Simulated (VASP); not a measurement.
The system is Os.

```xyz
2
Lattice="3.0248 0.0000 0.0000 0.9782 2.5816 0.0000 -0.0323 -0.3576 3.7429" Properties=species:S:1:pos:R:3 pbc="T T T"
Os    2.9091    1.4845    3.4348
Os    2.7819    0.6361    1.1855
```

The cell was built from a structure type or drawn by symmetry, and may not be a known phase.

| Quantity | Value |
| --- | --- |
| Program | VASP 6.6.1 |
| Task | relaxation of cell and atoms |
| Functional | PBE |
| Potentials or basis | VASP PAW PBE potentials, release 64 (Os) |
| Cutoff | 600 eV |
| k mesh | 6 × 6 × 4 |
| Occupations | gaussian, width 0.1 eV |
| Spin | no spin polarisation |

At the start: pressure 128.3 GPa; volume 14.61 Å³/atom.

Question: How do energy, volume and symmetry change on relaxing?

Answer: Over 28 steps the energy falls by 3892.5 meV/atom and the volume is 14.30 Å³/atom (-2.1 %); space group P-1 (No. 2, to 0.1 Å) before, P6_3/mmc (No. 194, to 0.1 Å).

Step by step:
```
step  energy change (eV)  largest force (eV/Å)  pressure (GPa)  volume (Å³)
   1              0.0000               18.6880          128.33        29.23
   2              0.5822                4.0208          -27.13        97.47
   3             -0.9144                4.7152          -24.47        80.74
   4             -1.3719                4.7421          -24.52        73.15
   5             -3.0847                2.6901          -19.52        47.41
   6             -3.6305                6.9285            0.42        37.81
   7             -3.3970                1.3225          -36.65        42.03
   8             -3.8181                1.5176          -40.82        41.27
   9             -4.1075                1.5793          -41.03        40.60
  10             -4.4392                1.8620          -33.18        39.33
  11             -3.8890                6.6804           94.73        26.66
  12             -5.6554                3.2757           -5.52        32.44
  13             -5.6680                3.3869           -1.59        32.01
  14             -6.8671                2.0076           40.38        26.88
  15             -6.9069                2.0427           30.72        27.46
  16             -7.4922                0.4603           13.29        27.96
  17             -7.5026                0.3410           13.65        27.92
  18             -7.7096                0.1617           -5.86        29.09
  19             -7.7195                0.2006          -10.95        29.47
  20             -7.7787                0.2200           -1.69        28.74
  21             -7.7787                0.2205           -1.31        28.71
  22             -7.7831                0.1661            0.10        28.61
  23             -7.7837                0.1395            0.85        28.55
  24             -7.7845                0.0943           -0.25        28.63
  25             -7.7845                0.0766           -0.73        28.66
  26             -7.7849                0.0276           -0.23        28.63
  27             -7.7850                0.0106           -0.02        28.61
  28             -7.7850                0.0056            0.03        28.61
```

Final structure:
```yaml
crystal:
  lattice:
    - [2.75740, 0.23276, 0.03969]
    - [1.17546, 2.50121, 0.12733]
    - [-0.04455, -0.19807, 4.30989]
  atoms:
    - { symbol: Os, position: [0.62026, 0.82950, 0.86724] }
    - { symbol: Os, position: [0.95344, 0.16292, 0.36715] }
```

Caveat: the k points lie up to 0.44 Å⁻¹ apart in the final cell, too coarse for converged energies and pressures of a metal.
